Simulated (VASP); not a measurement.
# C (P4/mmm) in VASP: notebook

The runs below take C through relaxation of cell and atoms, with HSE06, PBE-based screened hybrid with 25 % exact exchange, PBEsol-based screened hybrid with 25 % exact exchange.

All numbers are computed with VASP 6.6.1; they aren't measurements. Logs are shortened: lines on timing, memory, paths and dates and some standing lists are left out, and cuts for length are marked.

**1. The cell of the first run**

It takes space group P4/mmm (No. 123, tetragonal). The conventional cell has a = 4.255 Å, b = 4.255 Å, c = 1.282 Å, α = 90.00°, β = 90.00°, γ = 90.00°. Within 1.7 Å of C (site symmetry 4/mmm) lie 2 C at 1.28 Å.

**2. Relaxation of cell and atoms, HSE06**

POSCAR reads:

```
C
1.0
    4.2551700000      0.0000000000      0.0000000000
    0.0000000000      4.2551700000      0.0000000000
    0.0000000000      0.0000000000      1.2822900000
C
1
Direct
    0.5000000000      0.5000000000      0.5000000000
```

INCAR.step1 reads:

```
  PREC = Accurate
  ENCUT = 600
  EDIFF = 1E-5
  ISMEAR = -1
  SIGMA = 0.05
  LREAL = False
  LASPH = True
  NELM = 80
  ALGO = Normal
  LWAVE = True
  LCHARG = False
  GGA = PE
  NBANDS = 8
```

INCAR.step2 reads:

```
  PREC = Accurate
  ENCUT = 600
  EDIFF = 1E-7
  ISMEAR = -1
  SIGMA = 0.05
  LREAL = False
  LASPH = True
  NELM = 80
  ALGO = Normal
  ISIF = 3
  LWAVE = False
  LCHARG = False
  GGA = PE
  LHFCALC = True
  HFSCREEN = 0.2079
  PRECFOCK = Normal
  IBRION = 2
  NSW = 60
  EDIFFG = -0.01
  ISTART = 1
```

KPOINTS reads:

```
Automatic mesh
0
Gamma
  3 3 10
```

Potentials or basis: VASP PAW PBE potentials, release 64 (C).

On the command line:

```bash
$ cat potpaw_PBE.64/C/POTCAR > POTCAR
$ cp INCAR.step1 INCAR
$ mpirun -np 1 vasp_std > vasp.out
$ cp INCAR.step2 INCAR
$ mpirun -np 1 vasp_std > vasp.out
```

OUTCAR:

```text
PREC = Accurate
   ENCUT = 600
   EDIFF = 1E-7
   ISMEAR = -1
   LREAL = False
   LASPH = True
   NELM = 80
   ISIF = 3
   GGA = PE
   LHFCALC = True
   HFSCREEN = 0.2079
   PRECFOCK = Normal
   IBRION = 2
   NSW = 60
   EDIFFG = -0.01
   ISTART = 1

 ion  position               nearest neighbor table
   1  0.500  0.500  0.500-

  LATTYP: Found a simple tetragonal cell.
 ALAT       =     4.2551700000
 C/A-ratio  =     0.3013487123

  Lattice vectors:

 A1 = (   4.2551700000,   0.0000000000,   0.0000000000)
 A2 = (   0.0000000000,   4.2551700000,   0.0000000000)
 A3 = (   0.0000000000,   0.0000000000,   1.2822900000)

Analysis of symmetry for initial positions (statically):
=====================================================================
 Subroutine PRICEL returns:
 Original cell was already a primitive cell.

 Routine SETGRP: Setting up the symmetry group for a
 simple tetragonal supercell.

 Subroutine GETGRP returns: Found 16 space group operations
 (whereof 16 operations were pure point group operations)
 out of a pool of 16 trial point group operations.

The static configuration has the point symmetry D_4h.

Analysis of symmetry for dynamics (positions and initial velocities):
=====================================================================
 Subroutine PRICEL returns:
 Original cell was already a primitive cell.

 Routine SETGRP: Setting up the symmetry group for a
 simple tetragonal supercell.

 Subroutine GETGRP returns: Found 16 space group operations
 (whereof 16 operations were pure point group operations)
 out of a pool of 16 trial point group operations.

The dynamic configuration has the point symmetry D_4h.

 Subroutine INISYM returns: Found 16 space group operations
 (whereof 16 operations are pure point group operations),
 and found     1 'primitive' translations

----------------------------------------------------------------------------------------

                                     Primitive cell

  volume of cell :      23.2177

  direct lattice vectors                    reciprocal lattice vectors
     4.255170000  0.000000000  0.000000000     0.235008237  0.000000000  0.000000000
     0.000000000  4.255170000  0.000000000     0.000000000  0.235008237  0.000000000
     0.000000000  0.000000000  1.282290000     0.000000000  0.000000000  0.779854791

  length of vectors
     4.255170000  4.255170000  1.282290000     0.235008237  0.235008237  0.779854791

  position of ions in fractional coordinates (direct lattice)
     0.500000000  0.500000000  0.500000000

  ion indices of the primitive-cell ions
   primitive index   ion index
                 1           1

----------------------------------------------------------------------------------------

 KPOINTS: Automatic mesh

Automatic generation of k-mesh.
 Grid dimensions read from file:
 generate k-points for:    3    3   10

 Generating k-lattice:

  Cartesian coordinates                     Fractional coordinates (reciprocal lattice)
     0.078336079  0.000000000  0.000000000     0.333333333  0.000000000  0.000000000
     0.000000000  0.078336079  0.000000000     0.000000000  0.333333333  0.000000000
     0.000000000  0.000000000  0.077985479     0.000000000  0.000000000  0.100000000

  Length of vectors
     0.078336079  0.078336079  0.077985479

  Shift w.r.t. Gamma in fractional coordinates (k-lattice)
     0.000000000  0.000000000  0.000000000

 Subroutine IBZKPT returns following result:
 ===========================================

 Found     18 irreducible k-points:

 Following reciprocal coordinates:
            Coordinates               Weight
  0.000000  0.000000  0.000000      1.000000
  0.333333  0.000000  0.000000      4.000000
  0.333333  0.333333  0.000000      4.000000
  0.000000  0.000000  0.100000      2.000000
  0.333333  0.000000  0.100000      8.000000
  0.333333  0.333333  0.100000      8.000000
[... 10 lines left out ...]
  0.333333  0.000000  0.500000      4.000000
  0.333333  0.333333  0.500000      4.000000
   k-points           NKPTS =     18   k-points in BZ     NKDIM =     90   number of bands    NBANDS=      6
   number of dos      NEDOS =    301   number of ions     NIONS =      1
   total plane-waves  NPLWV =  12960
   dimension x,y,z NGX =    36 NGY =   36 NGZ =   10
   dimension x,y,z NGXF=    72 NGYF=   72 NGZF=   20
   ions per type =               1
   NGX,Y,Z   is equivalent  to a cutoff of  14.06, 14.06, 12.96 a.u.
   NGXF,Y,Z  is equivalent  to a cutoff of  28.13, 28.13, 25.93 a.u.
 SYSTEM =  unknown system
   PREC   = accura    normal or accurate (medium, high low for compatibility)
   ISTART =      1    job   : 0-new  1-cont  2-samecut
   ICHARG =      0    charge: 1-file 2-atom 10-const
   ISPIN  =      1    spin polarized calculation?
   LNONCOLLINEAR =      F non collinear calculations
   LSORBIT =      F    spin-orbit coupling
   LASPH  =      T    aspherical Exc in radial PAW
   ENCUT  =  600.0 eV  44.10 Ry    6.64 a.u.   8.50  8.50  2.56*2*pi/ulx,y,z
   NELM   =     80;   NELMIN=  2; NELMDL=  0     # of ELM steps
   EDIFF  = 0.1E-06   stopping-criterion for ELM
   LREAL  =      F    real-space projection
   EDIFFG = -.1E-01   stopping-criterion for IOM
   NSW    =     60    number of steps for IOM
   IBRION =      2    ionic relax: 0-MD 1-quasi-New 2-CG
   NFREE  =      1    steps in history (QN), initial steepest desc. (CG)
   ISIF   =      3    stress and relaxation
   ISYM   =      3    0-nonsym 1-usesym 2-fastsym
   POTIM  = 0.5000    time-step for ionic-motion
   TEBEG  =    0.0;   TEEND  =   0.0 temperature during run
   PSTRESS=    0.0 pullay stress
   NELECT =       4.0000    total number of electrons
   NUPDOWN=      -1.0000    fix difference up-down
   EMIN   =  10.00;   EMAX   =-10.00  energy-range for DOS
   EFERMI =   0.00;   METHOD = LEGACY
   ISMEAR =    -1;   SIGMA  =   0.05  broadening in eV -4-tet -1-fermi 0-gaus
   EFERMI_NEDOS =   21; number of points for ismear=-14 and -15
   IALGO  =     38    algorithm
   IMIX   =      1    mixing-type and parameters
     AMIX     =   0.40;   BMIX     =  1.00
     AMIX_MAG =   1.60;   BMIX_MAG =  1.00
  volume/ion in A,a.u.               =      23.22       156.68
  Fermi-wavevector in a.u.,A,eV,Ry     =   0.910937  1.721420 11.290188  0.829805
  Thomas-Fermi vector in A             =   2.035157
   LORBIT       =      0    0 simple, 1 ext, 2 COOP (PROOUT), +10 PAW based schemes
   GGA     = PE    functional components
   LHFCALC =     T    Hartree Fock is set to
   PRECFOCK=normal    Normal, Fast or Accurate (Low or Medium for compatibility)
   ENCUT4O =  -1.0   cutoff for four orbital integrals eV
   NKREDX  =     1    reduce k-point grid by
   NKREDY  =     1    reduce k-point grid by
   NKREDZ  =     1    reduce k-point grid by
   AEXX    =    0.2500 exact exchange contribution
   HFSCREEN=    0.2079 screening length (either q_TF or 0.3 A-1)
   HFSCREENC=   0.2079 screening length for correlation (either q_TF or 0.3 A-1)
   ENCUTFOCK=  -1.0 apply spherical cutoff to Coloumb kernel
   IVDW    =     0    specifies the selected vdW correction
   LEPSILON=     F    determine dielectric tensor
   LRPA    =     F    only Hartree local field effects (RPA)
 conjugate gradient relaxation of ions
 non-spin polarized calculation
  energy-cutoff  :      600.00
  volume of cell :       23.22
 maximum number of plane-waves:       793
 NGX is ok and might be reduce to    36
  NGX = 28; NGY = 28; NGZ =  8

--------------------------------------- Ionic step        1  -------------------------------------------

 number of electron       3.9999999 magnetization

 Free energy of the ion-electron system (eV)
  ---------------------------------------------------
  ext. energy  EPLUGINS =         0.00000000
  ---------------------------------------------------
  free energy    TOTEN  =        -9.62617384 eV

  energy without entropy =       -9.62617384  energy(sigma->0) =       -9.62617384

------------------------ aborting loop because EDIFF is reached ----------------------------------------

  FORCE on cell =-STRESS in cart. coord.  units (eV):
  Direction    XX          YY          ZZ          XY          YZ          ZX
  --------------------------------------------------------------------------------------
  -------------------------------------------------------------------------------------
  Total       -0.0133919     -0.0133919     -1.2754306      0.0000000     -0.0000000     -0.0000000
  in kB       -0.9241281     -0.9241281    -88.0131048      0.0000000     -0.0000000     -0.0000000
  external PRESSURE =     -29.9537870 kB  Pullay stress =       0.0000000 kB

 VOLUME and BASIS-vectors are now :
 -----------------------------------------------------------------------------
  energy-cutoff  :      600.00
  volume of cell :       23.22
      direct lattice vectors                 reciprocal lattice vectors
     4.255170000  0.000000000  0.000000000     0.235008237  0.000000000  0.000000000
     0.000000000  4.255170000  0.000000000     0.000000000  0.235008237  0.000000000
     0.000000000  0.000000000  1.282290000     0.000000000  0.000000000  0.779854791
[... 71 lines left out ...]
 POSITION                                       TOTAL-FORCE (eV/Angst)
 -----------------------------------------------------------------------------------
      2.12738      2.12738      0.63536         0.000000      0.000000      0.000000
 -----------------------------------------------------------------------------------
    total drift:                               -0.000000     -0.000000     -0.000000

  FREE ENERGIE OF THE ION-ELECTRON SYSTEM (eV)
  ---------------------------------------------------
  free  energy   TOTEN  =        -9.6324717029 eV

  energy  without entropy=       -9.6324717029  energy(sigma->0) =       -9.63247170

[... ionic steps 4 to 19 ...]

--------------------------------------- Ionic step       20  -------------------------------------------

 number of electron       4.0000000 magnetization

------------------------ aborting loop because EDIFF is reached ----------------------------------------

  FORCE on cell =-STRESS in cart. coord.  units (eV):
  Direction    XX          YY          ZZ          XY          YZ          ZX
  --------------------------------------------------------------------------------------
  -------------------------------------------------------------------------------------
  Total       -0.0058835     -0.0058835     -0.0758488      0.0000000      0.0000000      0.0000000
  in kB       -0.4422459     -0.4422459     -5.7013553      0.0000000      0.0000000      0.0000000
  external PRESSURE =      -2.1952823 kB  Pullay stress =       0.0000000 kB

 VOLUME and BASIS-vectors are now :
 -----------------------------------------------------------------------------
  energy-cutoff  :      600.00
  volume of cell :       21.31
      direct lattice vectors                 reciprocal lattice vectors
     4.096239873  0.000000000  0.000000000     0.244126328 -0.000000000 -0.000000000
    -0.000000000  4.096239873 -0.000000000     0.000000000  0.244126328 -0.000000000
     0.000000000  0.000000000  1.270311343    -0.000000000  0.000000000  0.787208589
[... 36 lines left out ...]
 POSITION                                       TOTAL-FORCE (eV/Angst)
 -----------------------------------------------------------------------------------
      2.00110      2.00110      0.63441        -0.000000     -0.000000      0.000000
 -----------------------------------------------------------------------------------
    total drift:                               -0.000000      0.000000     -0.000000

  FREE ENERGIE OF THE ION-ELECTRON SYSTEM (eV)
  ---------------------------------------------------
  free  energy   TOTEN  =        -9.6333400899 eV

  energy  without entropy=       -9.6333400899  energy(sigma->0) =       -9.63334009

--------------------------------------- Ionic step       22  -------------------------------------------

 number of electron       4.0000000 magnetization

 Free energy of the ion-electron system (eV)
  ---------------------------------------------------
  ext. energy  EPLUGINS =         0.00000000
  ---------------------------------------------------
  free energy    TOTEN  =        -9.63342821 eV

  energy without entropy =       -9.63342821  energy(sigma->0) =       -9.63342821

 E-fermi :  -2.3448     XC(G=0):  -5.3535

 val. band max:       -3.5057585443   @ k =   0.3333   0.0000   0.2000
 cond. band min:       1.1157462858   @ k =   0.3333   0.0000   0.3000
 fundamental gap:      4.6215048301
 Fermi energy:        -2.3448109011

 k-point     1 :       0.0000    0.0000    0.0000
  band No.  band energies     occupation
      1     -20.1606      2.00000
      2      -7.6887      2.00000
      3      -7.6887      2.00000
      4       2.7992      0.00000
      5       7.4177      0.00000
      6      12.8429      0.00000

 k-point     2 :       0.3333    0.0000    0.0000
  band No.  band energies     occupation
      1     -20.1158      2.00000
      2      -8.1311      2.00000
      3      -7.6472      2.00000
      4       4.2546      0.00000
      5       6.9350      0.00000
      6      10.3512      0.00000
[... 164 lines left out ...]
 POSITION                                       TOTAL-FORCE (eV/Angst)
 -----------------------------------------------------------------------------------
      2.02375      2.02375      0.63477         0.000000      0.000000      0.000000
 -----------------------------------------------------------------------------------
    total drift:                                0.000011     -0.000014      0.000000

  FREE ENERGIE OF THE ION-ELECTRON SYSTEM (eV)
  ---------------------------------------------------
  free  energy   TOTEN  =        -9.6334282069 eV

  energy  without entropy=       -9.6334282069  energy(sigma->0) =       -9.63342821

 reached required accuracy - stopping structural energy minimisation
```

Wall time 31 min (1 thread of Intel Xeon 8259CL, shared host); peak memory 0.23 GiB.

Results:

| Quantity | Value |
| --- | --- |
| Free energy | -9.6334 eV |
| Relaxed volume | 20.80 Å³/atom |
| Relaxed cell | a = 4.047 Å, b = 4.047 Å, c = 1.270 Å, α = 90.00°, β = 90.00°, γ = 90.00° |
| Space group after relaxing (to 0.1 Å) | P4/mmm (No. 123) |
| Energy gained by relaxing | 7.3 meV/atom |
| Ionic steps | 22 |
| Pressure after relaxing | 0.0 GPa |
| Band gap on the k mesh | zero (bands 2 and 3 overlap by 16.86 eV) |

The path:
| step | energy change (eV) | largest force (eV/Å) | pressure (GPa) | volume (Å³) |
| --- | --- | --- | --- | --- |
| 1 | 0.0000 | 0.0000 | -3.00 | 23.22 |
| 2 | 0.1971 | 0.0000 | 19.15 | 21.76 |
| 3 | -0.0063 | 0.0000 | -0.31 | 23.00 |
| 4 | -0.0063 | 0.0000 | -0.10 | 22.99 |
| 5 | -0.0063 | 0.0000 | -0.03 | 22.98 |
| 6 | -0.0063 | 0.0000 | -0.19 | 22.97 |
| 7 | -0.0063 | 0.0000 | -0.14 | 22.97 |
| 8 | -0.0064 | 0.0000 | -0.16 | 22.97 |
| 9 | -0.0064 | 0.0000 | -0.17 | 22.95 |
| 10 | -0.0064 | 0.0000 | -0.20 | 22.90 |
| 11 | -0.0064 | 0.0000 | -0.25 | 22.82 |
| 12 | -0.0065 | 0.0000 | -0.36 | 22.65 |
| 13 | -0.0066 | 0.0000 | -0.59 | 22.32 |
| 14 | -0.0066 | 0.0000 | -0.59 | 22.31 |
| 15 | -0.0066 | 0.0000 | -0.59 | 22.30 |
| 16 | -0.0066 | 0.0000 | -0.57 | 22.27 |
| 17 | -0.0067 | 0.0000 | -0.55 | 22.20 |
| 18 | -0.0068 | 0.0000 | -0.51 | 22.07 |
| 19 | -0.0069 | 0.0000 | -0.41 | 21.82 |
| 20 | -0.0072 | 0.0000 | -0.22 | 21.31 |
| 21 | -0.0072 | 0.0000 | 0.21 | 20.32 |
| 22 | -0.0073 | 0.0000 | 0.00 | 20.80 |

Final structure:
```
C
1.0
     4.04749    0.00000    0.00000
     0.00000    4.04749    0.00000
     0.00000    0.00000    1.26953
C
1
Cartesian
  2.0237 2.0237 0.6348
```

Caveat: the k points lie up to 0.52 Å⁻¹ apart in the final cell, too coarse for converged energies and pressures of a metal; the PAW data sets were made with another functional, which shifts forces and pressure a little.

(Part 1 of 2 ends here.)

The gap in the log of VASP goes by the Fermi energy; the results here count the filled bands.